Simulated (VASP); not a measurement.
# Ta4Rh (Im-3m) in VASP: notebook, part 2 of 2

VASP 6.6.1. Earlier steps stand in the parts before.

## (4) Relaxation of cell and atoms, PBE

Input file INCAR:

```
SYSTEM = Ta4Rh
ALGO = Fast
EDIFF = 1E-6
EDIFFG = -0.04
ENCUT = 600
GGA = PE
IBRION = 2
ISIF = 3
ISMEAR = 0
LASPH = .True.
LCHARG = .False.
LREAL = .False.
LWAVE = .False.
NELM = 80
NSW = 90
PREC = Accurate
SIGMA = 0.1
```

Input file KPOINTS:

```
k-points
0
Gamma
  4 4 4
  0 0 0
```

Input file POSCAR:

```
Ta4Rh
1.0
   -2.7009564300      2.7009564300      2.7009564300
    2.7009564300     -2.7009564300      2.7009564300
    2.7009564300      2.7009564300     -2.7009564300
Ta Rh
4 1
Direct
    0.0000000000      0.0000000000      0.5000000000
    0.0000000000      0.5000000000      0.0000000000
    0.5000000000      0.0000000000      0.0000000000
    0.5000000000      0.5000000000      0.5000000000
    0.0000000000      0.0000000000      0.0000000000
```

Potentials or basis: VASP PAW PBE potentials, release 64 (Ta_pv, Rh_pv).

Run with:

```console
> cat potpaw_PBE.64/Ta_pv/POTCAR potpaw_PBE.64/Rh_pv/POTCAR > POTCAR
> mpirun -np 1 vasp_std > vasp.out
```

OUTCAR:

```text
SYSTEM = Ta4Rh
   EDIFF = 1E-6
   EDIFFG = -0.04
   ENCUT = 600
   GGA = PE
   IBRION = 2
   ISIF = 3
   ISMEAR = 0
   LASPH = .True.
   LREAL = .False.
   NELM = 80
   NSW = 90
   PREC = Accurate

 ion  position               nearest neighbor table
   1  0.000  0.000  0.500-   5 2.34   5 2.34   4 2.70   2 2.70   3 2.70   2 2.70   3 2.70   4 2.70

   2  0.000  0.500  0.000-   5 2.34   5 2.34   4 2.70   1 2.70   3 2.70   1 2.70   4 2.70   3 2.70

   3  0.500  0.000  0.000-   5 2.34   5 2.34   4 2.70   1 2.70   4 2.70   2 2.70   1 2.70   2 2.70

   4  0.500  0.500  0.500-   5 2.34   5 2.34   3 2.70   1 2.70   3 2.70   2 2.70   1 2.70   2 2.70

   5  0.000  0.000  0.000-   1 2.34   2 2.34   3 2.34   4 2.34   1 2.34   2 2.34   3 2.34   4 2.34

  LATTYP: Found a body centered cubic cell.
 ALAT       =     5.4019128600

  Lattice vectors:

 A1 = (  -2.7009564300,   2.7009564300,   2.7009564300)
 A2 = (   2.7009564300,  -2.7009564300,   2.7009564300)
 A3 = (   2.7009564300,   2.7009564300,  -2.7009564300)

Analysis of symmetry for initial positions (statically):
=====================================================================
 Subroutine PRICEL returns:
 Original cell was already a primitive cell.

 Routine SETGRP: Setting up the symmetry group for a
 body centered cubic supercell.

 Subroutine GETGRP returns: Found 48 space group operations
[... 9 lines left out ...]

 Routine SETGRP: Setting up the symmetry group for a
 body centered cubic supercell.

 Subroutine GETGRP returns: Found 48 space group operations
[... 11 lines left out ...]
                                     Primitive cell

  volume of cell :      78.8157

  direct lattice vectors                    reciprocal lattice vectors
    -2.700956430  2.700956430  2.700956430     0.000000000  0.185119610  0.185119610
     2.700956430 -2.700956430  2.700956430     0.185119610  0.000000000  0.185119610
     2.700956430  2.700956430 -2.700956430     0.185119610  0.185119610  0.000000000

  length of vectors
     4.678193766  4.678193766  4.678193766     0.261798663  0.261798663  0.261798663

  position of ions in fractional coordinates (direct lattice)
     0.000000000  0.000000000  0.500000000
     0.000000000  0.500000000  0.000000000
     0.500000000  0.000000000  0.000000000
     0.500000000  0.500000000  0.500000000
     0.000000000  0.000000000  0.000000000

  ion indices of the primitive-cell ions
   primitive index   ion index
                 1           1
                 2           2
                 3           3
                 4           4
                 5           5

----------------------------------------------------------------------------------------

 KPOINTS: k-points

Automatic generation of k-mesh.
 Grid dimensions read from file:
 generate k-points for:    4    4    4

 Generating k-lattice:

  Cartesian coordinates                     Fractional coordinates (reciprocal lattice)
     0.000000000  0.046279902  0.046279902     0.250000000  0.000000000  0.000000000
     0.046279902  0.000000000  0.046279902     0.000000000  0.250000000  0.000000000
     0.046279902  0.046279902  0.000000000     0.000000000  0.000000000  0.250000000

  Length of vectors
     0.065449666  0.065449666  0.065449666

  Shift w.r.t. Gamma in fractional coordinates (k-lattice)
     0.000000000  0.000000000  0.000000000

 Subroutine IBZKPT returns following result:
 ===========================================

 Found      8 irreducible k-points:

 Following reciprocal coordinates:
            Coordinates               Weight
  0.000000  0.000000  0.000000      1.000000
  0.250000  0.000000  0.000000     12.000000
  0.500000  0.000000  0.000000      6.000000
  0.250000  0.250000  0.000000     24.000000
  0.250000  0.250000  0.250000      2.000000
 -0.250000  0.250000  0.250000      6.000000
  0.500000  0.500000  0.250000     12.000000
  0.500000  0.500000  0.500000      1.000000
   k-points           NKPTS =      8   k-points in BZ     NKDIM =      8   number of bands    NBANDS=     35
   number of dos      NEDOS =    301   number of ions     NIONS =      5
   total plane-waves  NPLWV =  64000
   dimension x,y,z NGX =    40 NGY =   40 NGZ =   40
   dimension x,y,z NGXF=    80 NGYF=   80 NGZF=   80
   ions per type =               4   1
   NGX,Y,Z   is equivalent  to a cutoff of  14.21, 14.21, 14.21 a.u.
   NGXF,Y,Z  is equivalent  to a cutoff of  28.43, 28.43, 28.43 a.u.
 SYSTEM =  Ta4Rh
   PREC   = accura    normal or accurate (medium, high low for compatibility)
   ISTART =      0    job   : 0-new  1-cont  2-samecut
   ICHARG =      2    charge: 1-file 2-atom 10-const
   ISPIN  =      1    spin polarized calculation?
   LNONCOLLINEAR =      F non collinear calculations
   LSORBIT =      F    spin-orbit coupling
   LASPH  =      T    aspherical Exc in radial PAW
   ENCUT  =  600.0 eV  44.10 Ry    6.64 a.u.   9.34  9.34  9.34*2*pi/ulx,y,z
   NELM   =     80;   NELMIN=  2; NELMDL= -5     # of ELM steps
   EDIFF  = 0.1E-05   stopping-criterion for ELM
   LREAL  =      F    real-space projection
   EDIFFG = -.4E-01   stopping-criterion for IOM
   NSW    =     90    number of steps for IOM
   IBRION =      2    ionic relax: 0-MD 1-quasi-New 2-CG
   NFREE  =      1    steps in history (QN), initial steepest desc. (CG)
   ISIF   =      3    stress and relaxation
   ISYM   =      2    0-nonsym 1-usesym 2-fastsym
   POTIM  = 0.5000    time-step for ionic-motion
   TEBEG  =    0.0;   TEEND  =   0.0 temperature during run
   PSTRESS=    0.0 pullay stress
   NELECT =      59.0000    total number of electrons
   NUPDOWN=      -1.0000    fix difference up-down
   EMIN   =  10.00;   EMAX   =-10.00  energy-range for DOS
   EFERMI =   0.00;   METHOD = LEGACY
   ISMEAR =     0;   SIGMA  =   0.10  broadening in eV -4-tet -1-fermi 0-gaus
   EFERMI_NEDOS =   21; number of points for ismear=-14 and -15
   IALGO  =     68    algorithm
   IMIX   =      4    mixing-type and parameters
     AMIX     =   0.40;   BMIX     =  1.00
     AMIX_MAG =   1.60;   BMIX_MAG =  1.00
  volume/ion in A,a.u.               =      15.76       106.37
  Fermi-wavevector in a.u.,A,eV,Ry     =   1.486465  2.809011 30.063123  2.209577
  Thomas-Fermi vector in A             =   2.599748
   LORBIT       =      0    0 simple, 1 ext, 2 COOP (PROOUT), +10 PAW based schemes
   GGA     = PE    functional components
   LHFCALC =     F    Hartree Fock is set to
   AEXX    =    0.0000 exact exchange contribution
   IVDW    =     0    specifies the selected vdW correction
   LEPSILON=     F    determine dielectric tensor
   LRPA    =     F    only Hartree local field effects (RPA)
 conjugate gradient relaxation of ions
 non-spin polarized calculation
 RMM-DIIS sequential band-by-band and
 Gauss-broadening in eV      SIGMA  =   0.10
  energy-cutoff  :      600.00
  volume of cell :       78.82
 maximum number of plane-waves:      2659
 NGX is ok and might be reduce to    40
   NGX = 19   NGY = 19   NGZ = 19

--------------------------------------- Ionic step        1  -------------------------------------------

 number of electron      59.0000000 magnetization

 Free energy of the ion-electron system (eV)
  ---------------------------------------------------
  ext. energy  EPLUGINS =         0.00000000
  ---------------------------------------------------
  free energy    TOTEN  =       -44.79815445 eV

  energy without entropy =      -44.76787992  energy(sigma->0) =      -44.78301719

------------------------ aborting loop because EDIFF is reached ----------------------------------------

  FORCE on cell =-STRESS in cart. coord.  units (eV):
  Direction    XX          YY          ZZ          XY          YZ          ZX
  --------------------------------------------------------------------------------------
  -------------------------------------------------------------------------------------
  Total       41.4093314     41.4093314     41.4093314      0.0000000      0.0000000     -0.0000000
  in kB      841.7750982    841.7750982    841.7750982      0.0000000      0.0000000     -0.0000000
  external PRESSURE =     841.7750982 kB  Pullay stress =       0.0000000 kB
[... 24 lines left out ...]
  energy  without entropy=      -44.7678799241  energy(sigma->0) =      -44.78301719

--------------------------------------- Ionic step        2  -------------------------------------------

 number of electron      58.9999966 magnetization

 E-fermi :   0.5805     XC(G=0):  -8.4181

 val. band max:        0.5733182551   @ k =  -0.2500   0.2500   0.2500
 cond. band min:       0.5916273038   @ k =   0.2500   0.2500   0.0000
 fundamental gap:      0.0183090487
 Fermi energy:         0.5805119673

 k-point     1 :       0.0000    0.0000    0.0000
  band No.  band energies     occupation
      1     -45.2567      2.00000
      2     -45.2567      2.00000
      3     -45.2567      2.00000
      4     -35.2459      2.00000
      5     -35.2459      2.00000
      6     -35.2459      2.00000
[... 407 lines left out ...]
  energy  without entropy=      -50.2495468937  energy(sigma->0) =      -50.26683541

--------------------------------------- Ionic step        5  -------------------------------------------

 number of electron      59.0000010 magnetization

 Free energy of the ion-electron system (eV)
  ---------------------------------------------------
  ext. energy  EPLUGINS =         0.00000000
  ---------------------------------------------------
  free energy    TOTEN  =       -50.30889465 eV

  energy without entropy =      -50.27462320  energy(sigma->0) =      -50.29175893

 E-fermi :   5.0938     XC(G=0): -11.5876

 val. band max:        5.0889698427   @ k =  -0.2500   0.2500   0.2500
 cond. band min:       5.1364931695   @ k =   0.2500   0.2500   0.0000
 fundamental gap:      0.0475233268
 Fermi energy:         5.0938099254

 k-point     1 :       0.0000    0.0000    0.0000
  band No.  band energies     occupation
      1     -42.3381      2.00000
      2     -42.3381      2.00000
      3     -42.3381      2.00000
      4     -29.6325      2.00000
      5     -29.6325      2.00000
      6     -29.6325      2.00000
[... 325 lines left out ...]
  FREE ENERGIE OF THE ION-ELECTRON SYSTEM (eV)
  ---------------------------------------------------
  free  energy   TOTEN  =       -50.3088946528 eV

  energy  without entropy=      -50.2746231981  energy(sigma->0) =      -50.29175893

 reached required accuracy - stopping structural energy minimisation
```

CONTCAR:

```text
Ta4Rh
   1.00000000000000
    -2.9766922047515774    2.9766922047515774    2.9766922047515774
     2.9766922047515774   -2.9766922047515774    2.9766922047515774
     2.9766922047515774    2.9766922047515774   -2.9766922047515774
  Ta              Rh
     4     1
Direct
     0.0000000000000000    0.0000000000000000    0.5000000000000000
     0.0000000000000000    0.5000000000000000    0.0000000000000000
     0.5000000000000000    0.0000000000000000    0.0000000000000000
     0.5000000000000000    0.5000000000000000    0.5000000000000000
     0.0000000000000000    0.0000000000000000    0.0000000000000000

  0.00000000E+00  0.00000000E+00  0.00000000E+00
  0.00000000E+00  0.00000000E+00  0.00000000E+00
  0.00000000E+00  0.00000000E+00  0.00000000E+00
  0.00000000E+00  0.00000000E+00  0.00000000E+00
  0.00000000E+00  0.00000000E+00  0.00000000E+00
```

It took 2 min on 1 thread of Intel Xeon 6975P-C (Granite Rapids), shared host; peak memory 0.25 GiB.

What came out:

| Quantity | Value |
| --- | --- |
| Free energy | -50.3089 eV |
| Relaxed volume | 21.10 Å³/atom |
| Relaxed cell | a = 5.156 Å, b = 5.156 Å, c = 5.156 Å, α = 109.47°, β = 109.47°, γ = 109.47° |
| Space group after relaxing (to 0.05 Å) | Im-3m (No. 229) |
| Energy gained by relaxing | 1102.1 meV/atom |
| Ionic steps | 5 |
| Pressure after relaxing | 0.1 GPa |

The path:
| step | energy change (eV) | largest force (eV/Å) | pressure (GPa) | volume (Å³) |
| --- | --- | --- | --- | --- |
| 1 | 0.0000 | 0.0000 | 84.18 | 78.82 |
| 2 | 10.1286 | 0.0000 | -22.83 | 216.06 |
| 3 | -5.2510 | 0.0000 | -9.91 | 113.48 |
| 4 | -5.4860 | 0.0000 | -3.34 | 107.92 |
| 5 | -5.5107 | 0.0000 | 0.15 | 105.50 |

Final structure:
```
Ta Rh
1.0
    -2.97669    2.97669    2.97669
     2.97669   -2.97669    2.97669
     2.97669    2.97669   -2.97669
Ta Rh
4 1
Cartesian
  1.4883 1.4883 -1.4883
  1.4883 -1.4883 1.4883
  -1.4883 1.4883 1.4883
  1.4883 1.4883 1.4883
  0.0000 0.0000 0.0000
```

Caveat: the k points lie up to 0.37 Å⁻¹ apart in the final cell; the volume moved by over 15 % at a fixed basis, so the end points are rough; spin-orbit coupling is left out, which moves the levels of the heavy elements.

## (5) Single point, PBE

This run uses another cell than the first one, of 21.12 Å³/atom, 1.340 times its volume.

Input file INCAR:

```
PREC = Accurate
ENCUT = 520
EDIFF = 1E-6
ISMEAR = 0
SIGMA = 0.1
LREAL = F
LASPH = T
NELM = 80
ALGO = Fast
ISIF = 2
LWAVE = F
LCHARG = F
GGA = PE
NBANDS = 38
```

Input file KPOINTS:

```
regular mesh
0
Gamma
  10 10 10
```

POSCAR: that of step 4 with these lines changed.

```diff
@@ -2,5 +2,5 @@
 1.0
-   -2.7009564300      2.7009564300      2.7009564300
-    2.7009564300     -2.7009564300      2.7009564300
-    2.7009564300      2.7009564300     -2.7009564300
+   -2.9773977022      2.9773977022      2.9773977022
+    2.9773977022     -2.9773977022      2.9773977022
+    2.9773977022      2.9773977022     -2.9773977022
 Ta Rh
```

Run with:

```console
> cat potpaw_PBE.64/Ta_pv/POTCAR potpaw_PBE.64/Rh_pv/POTCAR > POTCAR
> mpirun -np 1 vasp_std > vasp.out
```

It took 1.9 min on 1 thread of Intel Xeon 6975P-C (Granite Rapids), shared host; peak memory 0.33 GiB.

The run converged. Its results:

```yaml
Free_energy: -50.3296 eV
Pressure: 0.0 GPa
```

Levels at points of the mesh, in eV from the Fermi level:
```csv
k point,band 28,band 29,band 30,band 31,band 32,band 33
"(0.00, 0.00, 0.00)",0.53,0.53,2.20,2.20,2.20,2.61
"(0.50, 0.00, 0.00)",-0.63,-0.40,-0.22,0.65,0.75,0.78
"(0.50, 0.50, 0.50)",-1.66,-1.66,-1.66,0.31,0.31,1.27
```

Caveat: spin-orbit coupling is left out, which moves the levels of the heavy elements.

## (6) The runs side by side

```csv
task,cell,k mesh,cutoff (eV),gap on the mesh (eV),pressure (GPa)
single point,"a = 4.678 Å, angles 109.5°, 5 atoms",4 × 4 × 4,520,none,84.2
single point,"a = 5.153 Å, angles 109.5°, 5 atoms",4 × 4 × 4,520,none,0.4
relaxation of cell and atoms,"relaxed from a = 4.678 Å, angles 109.5°, 5 atoms",4 × 4 × 4,600,none,0.1
single point,"a = 5.157 Å, angles 109.5°, 5 atoms",10 × 10 × 10,520,none,0.0
```

Alike in all rows: level PBE; potentials or basis VASP PAW PBE potentials, release 64 (Ta_pv, Rh_pv); no spin polarisation; smearing gaussian 0.1 eV.

Caveats: some runs use coarse meshes; spin-orbit coupling is left out, which moves the levels of the heavy elements; the volume moved by over 15 % at a fixed basis, so the end points are rough (some runs).

Total energies depend on the potentials used, so only differences within one code and one set of settings carry meaning.
